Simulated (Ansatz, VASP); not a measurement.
## Two plane-wave programs on Ca2P

```
CELL_PARAMETERS angstrom
0.00000 3.41355 3.41355
3.41355 0.00000 3.41355
3.41355 3.41355 0.00000
ATOMIC_POSITIONS crystal
Ca 0.25000 0.25000 0.25000
Ca 0.75000 0.75000 0.75000
P 0.50000 0.50000 0.50000
```

Alike in both runs: functional PBE; k mesh 12 × 12 × 12; occupations gaussian, width 0.1 eV; no spin polarisation.

Ansatz relaxed the structure, and its values are those at the end. VASP's run is a single point on that final structure, the one shown.

|  | VASP | Ansatz |
| --- | --- | --- |
| version | VASP 6.6.1 | Ansatz 0.2.0 |
| potentials or method | VASP PAW PBE potentials, release 64 (Ca_sv, P), cutoff 520 eV | scalar-relativistic, plane waves, PAW |
| valence electrons in the cell | 25 | 25 |

```csv
,VASP,Ansatz,Ansatz less VASP
gap on the k mesh at the Fermi level (eV),none,none,-
pressure (GPa),0.2,0.0,-0.11
```

A gap of «none» marks a metal or a gap that the smearing closes. With one functional, cell and mesh, what is left measures potentials, basis and numerics.
